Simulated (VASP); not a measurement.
Here is a VASP 6.6.1 calculation.

Contents of INCAR:

```
SYSTEM = In3TeCl
  PREC = Accurate
  ENCUT = 520
  EDIFF = 1E-6
  ISMEAR = 0
  SIGMA = 0.05
  LREAL = .FALSE.
  LASPH = .TRUE.
  NELM = 80
  ALGO = Normal
  ISIF = 2
  LWAVE = .FALSE.
  LCHARG = .FALSE.
  GGA = CA
  NBANDS = 34
```

Contents of KPOINTS:

```
Automatic mesh
0
G
  4 4 4
  0 0 0
```

POSCAR

```
In3TeCl
1.0
    5.2200000000      0.0000000000      0.0000000000
    0.0000000000      5.2200000000      0.0000000000
    0.0000000000      0.0000000000      5.2200000000
Te Cl In
1 1 3
Direct
    0.0000000000      0.0000000000      0.0000000000
    0.5000000000      0.5000000000      0.5000000000
    0.5000000000      0.5000000000      0.0000000000
    0.5000000000      0.0000000000      0.5000000000
    0.0000000000      0.5000000000      0.5000000000
```

Potentials or basis: VASP PAW LDA potentials, release 64 (Te, Cl, In_d).

Command:

```sh
$ cat potpaw_LDA.64/Te/POTCAR potpaw_LDA.64/Cl/POTCAR potpaw_LDA.64/In_d/POTCAR > POTCAR
$ mpirun -np 1 vasp_std > vasp.out
```

(1) Estimate the pressure.

(2) Predict the band gap on the k mesh.

## Answers

(1) 5.1 GPa.

(2) zero (filled and empty bands touch).

Caveat: the cell stands under pressure; spin-orbit coupling is left out, which moves the levels of the heavy elements.
